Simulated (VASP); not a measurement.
A run of VASP 6.6.1:

Contents of INCAR:

```
PREC = Accurate
ENCUT = 520
EDIFF = 1E-6
ISMEAR = -1
SIGMA = 0.05
LREAL = False
LASPH = True
NELM = 150
ALGO = Normal
ISIF = 2
LWAVE = False
LCHARG = False
ISPIN = 2
MAGMOM = 1.5
LORBIT = 11
LMAXMIX = 4
GGA = PE
NBANDS = 15
```

File KPOINTS:

```
Automatic mesh
0
Gamma
  20 20 20
```

The input POSCAR:

```
Ni
1.0
    0.0000000000      1.7318592609      1.7318592609
    1.7318592609      0.0000000000      1.7318592609
    1.7318592609      1.7318592609      0.0000000000
Ni
1
Direct
    0.0000000000      0.0000000000      0.0000000000
```

Potentials or basis: VASP PAW PBE potentials, release 64 (Ni).

Launch:

```bash
$ cat potpaw_PBE.64/Ni/POTCAR > POTCAR
$ mpirun -np 1 vasp_std > vasp.out
```

Hardware: 1 thread of Intel(R) Xeon(R) Platinum 8488C (Sapphire Rapids) (shared host).

Q: Estimate the wall time of this run.

A: Wall time 50 s on 1 thread of Intel(R) Xeon(R) Platinum 8488C (Sapphire Rapids) (shared host), peak memory 0.17 GiB. Counts: scf iterations 13, k points 256.
